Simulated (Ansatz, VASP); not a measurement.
One calculation of Ge, two programs

Contents of POSCAR:

```
Ge
1.0
    4.0904100000      0.0000000000      0.0000000000
   -2.0452000000      3.5424000000      0.0000000000
    0.0000000000      0.0000000000      3.3265800000
Ge
2
Direct
    0.6666700000      0.3333300000      0.1408600000
    0.3333300000      0.6666700000      0.8591400000
```

Contents of INCAR.step1:

```
SYSTEM = Ge
  PREC = Accurate
  ENCUT = 410
  EDIFF = 1E-5
  ISMEAR = -1
  SIGMA = 0.05
  LREAL = .FALSE.
  LASPH = .TRUE.
  NELM = 120
  ALGO = Normal
  ISIF = 2
  LWAVE = .TRUE.
  LCHARG = .FALSE.
  NBANDS = 21
  GGA = PE
  GGA_COMPAT = .FALSE.
```

Contents of INCAR.step2:

```
SYSTEM = Ge
  PREC = Accurate
  ENCUT = 410
  EDIFF = 1E-6
  ISMEAR = -1
  SIGMA = 0.05
  LREAL = .FALSE.
  LASPH = .TRUE.
  NELM = 120
  ALGO = Normal
  ISIF = 2
  LWAVE = .FALSE.
  LCHARG = .FALSE.
  GGA = PE
  LHFCALC = .TRUE.
  HFSCREEN = 0.2079
  PRECFOCK = Normal
  NBANDS = 21
  ISTART = 1
  GGA_COMPAT = .FALSE.
```

The input KPOINTS:

```
Automatic mesh
0
G
  4 4 4
  0 0 0
```

Contents of input:

```
crystal:
  lattice:
    - [4.09041, 0.0, 0.0]
    - [-2.0452, 3.5424, 0.0]
    - [0.0, 0.0, 3.32658]
  atoms:
    - { symbol: Ge, position: [0.66667, 0.33333, 0.14086] }
    - { symbol: Ge, position: [0.33333, 0.66667, 0.85914] }
hamiltonian:
  xc: hse06
  pseudopotentials: { kind: paw }
kpoints:
  mp_grid: { grid: [4, 4, 4] }
  band_path:
    path:
      - [[0.0, 0.0, 0.0], [0.5, 0.0, 0.0], [0.3333333333, 0.3333333333, 0.0], [0.0, 0.0, 0.0], [0.0, 0.0, 0.5], [0.5, 0.0, 0.5], [0.3333333333, 0.3333333333, 0.5], [0.0, 0.0, 0.5]]
      - [[0.5, 0.0, 0.5], [0.5, 0.0, 0.0]]
      - [[0.3333333333, 0.3333333333, 0.0], [0.3333333333, 0.3333333333, 0.5]]
    npoints: 4
scf:
  occupations: { method: fermi_dirac, width: 0.05 }
  n_extra_bands: 6
output:
  forces: true
  stress: true
  eigenvalues: true
  fatbands: false
  write_density: true
  write_potential: true
  elf: true
  volumetric_format: npy
```

Alike in both runs: functional HSE06; k mesh 4 × 4 × 4; occupations fermi-dirac, width 0.05 eV; no spin polarisation.

|  | VASP | Ansatz |
| --- | --- | --- |
| version | VASP 6.6.1 | Ansatz 0.2.0 |
| potentials or method | VASP PAW PBE potentials, release 64 (Ge_d) | Ansatz PAW |
| plane-wave cutoff (eV) | 410 | 420 |
| valence electrons in the cell | 28 | 28 |
| task | single point | band structure |

```csv
,VASP,Ansatz,Ansatz less VASP
gap on the k mesh at the Fermi level (eV),none,none,-
rms of the force components (eV/Å),0.218,0.217,-0.0006
```

Atom by atom the forces differ by 0.001 eV/Å (rms over components). A gap of «none» marks a metal or a gap that the smearing closes. With one functional, cell and mesh, what is left measures potentials, basis and numerics.

The k mesh is coarse, so the values compare programs but aren't converged.
